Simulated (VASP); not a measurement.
Set up this calculation in VASP 6.6.1, as the native input.

| Property | Result |
| --- | --- |
| Task | single point |
| Functional | r2SCAN |
| Potentials or basis | VASP PAW PBE potentials, release 64 (Cu) |
| Cutoff | 520 eV |
| k mesh | 26 × 26 × 26 |
| Occupations | gaussian, width 0.15 eV |
| Spin | no spin polarisation |
| Dipole correction | no |
| Further INCAR settings | ALGO = Normal; EDIFF = 1e-07; NBANDS = 12 |

The system is Cu.

```xyz
1
Lattice="-1.5231 1.5231 1.2348 1.5231 -1.5231 1.2348 1.5231 1.5231 -1.2348" Properties=species:S:1:pos:R:3 pbc="T T T"
Cu    0.0000    0.0000    0.0000
```

This cell differs from its parent crystal: ratio of the length along z to the lengths across it x 0.85, volume and fractional coordinates fixed.

One way to write it, as run:

POSCAR

```
Cu
1.0
   -1.5231095727      1.5231095727      1.2347814342
    1.5231095727     -1.5231095727      1.2347814342
    1.5231095727      1.5231095727     -1.2347814342
Cu
1
Direct
    0.0000000000      0.0000000000      0.0000000000
```

INCAR.step1

```
SYSTEM = Cu
PREC = Accurate
ENCUT = 520
ISMEAR = 0
SIGMA = 0.15
LREAL = .False.
LASPH = .True.
NELM = 100
NBANDS = 12
GGA = PE
ALGO = Normal
EDIFF = 1E-4
LWAVE = .True.
LCHARG = .False.
```

INCAR.step2

```
SYSTEM = Cu
PREC = Accurate
ENCUT = 520
EDIFF = 1E-7
ISMEAR = 0
SIGMA = 0.15
LREAL = .False.
LASPH = .True.
NELM = 100
ALGO = Normal
ISIF = 2
LWAVE = .False.
LCHARG = .True.
METAGGA = R2SCAN
LMIXTAU = .True.
LELF = .True.
LVHAR = .True.
NBANDS = 12
ISTART = 1
```

KPOINTS

```
regular mesh
0
Gamma
  26 26 26
  0 0 0
```

Potentials or basis: VASP PAW PBE potentials, release 64 (Cu).

Run with:

```bash
$ cat potpaw_PBE.64/Cu/POTCAR > POTCAR
$ cp INCAR.step1 INCAR
$ mpirun -np 1 vasp_std > vasp.out
$ cp INCAR.step2 INCAR
$ mpirun -np 1 vasp_std > vasp.out
```

It gave:

```
Pressure : 3.2 GPa
```

Caveat: the PAW data sets were made with another functional, which shifts forces and pressure a little.

Run time: 4.9 min on 1 thread of Intel(R) Xeon(R) 6975P-C (Granite Rapids), on a shared host, peak memory 0.27 GiB.
